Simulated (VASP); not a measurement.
Write the native input for VASP 6.6.1 that does the following.

```yaml
Task: single point
Functional: PBEsol
Potentials_or_basis: VASP PAW PBE potentials, release 64 (Au, Cu)
Cutoff: 520 eV
k_mesh: 11 × 11 × 11
Occupations: fermi-dirac, width 0.05 eV
Spin: no spin polarisation
Dipole_correction: no
Further_INCAR_settings: ALGO = Normal; EDIFF = 1e-07; NBANDS = 18
```

The structure of CuAu lies in POSCAR:

```
CuAu
1.0
    1.4333716108      0.8275574853      4.2276049958
   -1.4333716108      0.8275574853      4.2276049958
    0.0000000000     -1.6551149707      4.2276049958
Au Cu
1 1
Direct
    0.0000000000      0.0000000000      0.0000000000
    0.5000000000      0.5000000000      0.5000000000
```

This cell differs from its parent crystal: volume scaled by 0.98.

The input as run:

INCAR

```
SYSTEM = CuAu
PREC = Accurate ; ENCUT = 520
EDIFF = 1E-7 ; ISMEAR = -1
SIGMA = 0.05 ; LREAL = .False.
LASPH = .True. ; NELM = 60
ALGO = Normal ; ISIF = 2
LWAVE = .False. ; LCHARG = .False.
GGA = PS ; NBANDS = 18
```

KPOINTS

```
regular mesh
0
Gamma
  11 11 11
  0 0 0
```

Potentials or basis: VASP PAW PBE potentials, release 64 (Au, Cu).

Run with:

```console
$ cat potpaw_PBE.64/Au/POTCAR potpaw_PBE.64/Cu/POTCAR > POTCAR
$ mpirun -np 1 vasp_std > vasp.out
```

It gave:

```json
{
 "Pressure": "-5.5 GPa",
 "Band gap on the k mesh": "zero (band 11 reaches 10.18 eV, above the bottom of band 12 at 5.97 eV)"
}
```

Caveat: the PAW data sets were made with another functional, which shifts forces and pressure a little; spin-orbit coupling is left out, which moves the levels of the heavy elements.

It took 82 s on 1 thread of Intel(R) Xeon(R) 6975P-C (Granite Rapids), on a shared host, peak memory 0.25 GiB.
